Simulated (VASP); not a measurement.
Here is a VASP 6.6.1 calculation.

The input INCAR:

```
PREC = Accurate ; ENCUT = 520
EDIFF = 1E-7 ; ISMEAR = -1
SIGMA = 0.1 ; LREAL = False
LASPH = True ; NELM = 60
ALGO = Normal ; ISIF = 2
LWAVE = False ; LCHARG = True
GGA = PS ; IVDW = 12
LELF = True ; LVHAR = True
NBANDS = 30
```

The input KPOINTS:

```
Automatic mesh
0
Gamma
  6 6 6
```

File POSCAR:

```
Sc
1.0
   -3.1152208790      3.1152208790      2.7300882534
    3.1152208790     -3.1152208790      2.7300882534
    3.1152208790      3.1152208790     -2.7300882534
Sc
4
Direct
    0.1637304900      0.3362695100      0.5000000000
    0.6637304900      0.1637304900      0.8274609700
    0.3362695100      0.8362695100      0.1725390300
    0.8362695100      0.6637304900      0.5000000000
```

Potentials or basis: VASP PAW PBE potentials, release 64 (Sc_sv).

The run is started by

```bash
$ cat potpaw_PBE.64/Sc_sv/POTCAR > POTCAR
$ mpirun -np 1 vasp_std > vasp.out
```

Predict the dispersion energy per atom.

-0.371 eV.

Estimate the pressure.

-5.1 GPa.

What does it give for the band gap on the k mesh?

Zero (bands 22 and 23 overlap by 0.55 eV).

Forces in eV/Å, atoms in the order of the input:
```
Sc   0.001 -0.001  0.000
Sc  -0.001 -0.001  0.000
Sc   0.001  0.001  0.000
Sc  -0.001  0.001  0.000
```

Caveat: three body term missing; the cell stands under tension; the PAW data sets were made with another functional, which shifts forces and pressure a little.
